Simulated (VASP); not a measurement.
ZrO2, 3 atoms in the cell. The structure is cubic, space group Fm-3m (No. 225). The conventional cell has a = 5.089 Å, b = 5.089 Å, c = 5.089 Å, α = 90.00°, β = 90.00°, γ = 90.00°. Within 2.9 Å of Zr (site symmetry m-3m) lie 8 O at 2.20 Å. O (site symmetry -43m) has 4 Zr at 2.20 Å and 6 O at 2.54 Å within 2.9 Å. 

```yaml
Program: VASP 6.6.1
Task: single point
Functional: HSE06
Potentials_or_basis: VASP PAW PBE potentials, release 64 (Zr_sv, O)
Cutoff: 520 eV
k_mesh: 6 × 6 × 6
Occupations: gaussian, width 0.01 eV
Spin: no spin polarisation
Dipole_correction: no
Grid_for_exact_exchange_PRECFOCK: Normal
Further_INCAR_settings: ALGO = Normal; EDIFF = 1e-06; NBANDS = 19
Share_of_exact_exchange: 0.25
Screening_parameter: 0.2079 1/Å
```

Potentials or basis: VASP PAW PBE potentials, release 64 (Zr_sv, O).

The run is started by

```console
$ cat potpaw_PBE.64/Zr_sv/POTCAR potpaw_PBE.64/O/POTCAR > POTCAR
$ cp INCAR.step1 INCAR
$ mpirun -np 1 vasp_std > vasp.out
$ cp INCAR.step2 INCAR
$ mpirun -np 1 vasp_std > vasp.out
```

Hardware: 1 thread of AMD EPYC 9R45 96-Core Processor (Zen 5), with other jobs on the host.

Problem. Estimate the wall time of this run.

Solution. Run time: 47 min on 1 thread of AMD EPYC 9R45 96-Core Processor (Zen 5) (shared host), peak memory 0.26 GiB. Counts: k points 16.
